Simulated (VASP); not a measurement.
AlNi, 2 atoms in the cell. It takes space group Pm-3m (No. 221, cubic). The conventional cell has a = 2.881 Å, b = 2.881 Å, c = 2.881 Å, α = 90.00°, β = 90.00°, γ = 90.00°. Within 3.3 Å of Al (site symmetry m-3m) lie 8 Ni at 2.50 Å and 6 Al at 2.88 Å. Ni (site symmetry m-3m) has 8 Al at 2.50 Å and 6 Ni at 2.88 Å within 3.3 Å. 

- Program: VASP 6.6.1
- Task: electric field gradients
- Functional: LDA
- Potentials or basis: VASP PAW LDA potentials, release 64 (Al, Ni)
- Cutoff: 520 eV
- k mesh: 16 × 16 × 16
- Occupations: fermi-dirac, width 0.05 eV
- Spin: collinear spin, ferromagnetic start
- Starting moments: [0.0, 1.5] μB
- Dipole correction: no
- Further INCAR settings: ALGO = Normal; EDIFF = 1e-08; NBANDS = 18

Potentials or basis: VASP PAW LDA potentials, release 64 (Al, Ni).

Command:

```console
$ cat potpaw_LDA.64/Al/POTCAR potpaw_LDA.64/Ni/POTCAR > POTCAR
$ mpirun -np 1 vasp_std > vasp.out
```

Hardware: 1 thread of Intel(R) Xeon(R) 6975P-C (Granite Rapids), on a shared host.

Estimate the wall time of this run.

Run time: 49 s on 1 thread of Intel(R) Xeon(R) 6975P-C (Granite Rapids) (shared host), peak memory 0.22 GiB. Counts: scf iterations 16, k points 165.
